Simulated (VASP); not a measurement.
A run of VASP 6.6.1 is set up as follows.

Contents of INCAR:

```
  PREC = Accurate
  ENCUT = 600
  EDIFF = 1E-7
  ISMEAR = 0
  SIGMA = 0.1
  LREAL = False
  LASPH = True
  NELM = 100
  ALGO = Normal
  ISIF = 3
  LWAVE = False
  LCHARG = False
  GGA = PE
  IBRION = 2
  NSW = 90
  EDIFFG = -0.04
```

Contents of KPOINTS:

```
Automatic mesh
0
Gamma
  4 4 4
```

File POSCAR:

```
Si2Br
1.0
    4.2846010000      0.0000000000      0.0000000000
    0.0000000000      4.2846010000      0.0000000000
    0.0000000000      0.0000000000      4.6708664800
Si Br
4 2
Direct
    0.5000000000      0.0000000000      0.7072967400
    0.0000000000      0.5000000000      0.7927032600
    0.0000000000      0.5000000000      0.2072967400
    0.5000000000      0.0000000000      0.2927032600
    0.5000000000      0.5000000000      0.7500000000
    0.5000000000      0.5000000000      0.2500000000
```

Potentials or basis: VASP PAW PBE potentials, release 64 (Si, Br).

Command:

```console
$ cat potpaw_PBE.64/Si/POTCAR potpaw_PBE.64/Br/POTCAR > POTCAR
$ mpirun -np 1 vasp_std > vasp.out
```

Problem. Predict the band gap on the k mesh.

Solution. Zero (bands 15 and 16 overlap by 1.29 eV).

Problem. What does it give for the relaxed volume?

Solution. 33.48 Å³/atom.

Stress tensor (GPa, compression positive):
```
 0.10  0.00  0.00
 0.00  0.10  0.00
 0.00  0.00 -0.12
```

Caveat: the k points lie up to 0.30 Å⁻¹ apart in the final cell, too coarse for converged energies and pressures of a metal; the volume moved by over 15 % at a fixed basis, so the end points are rough.
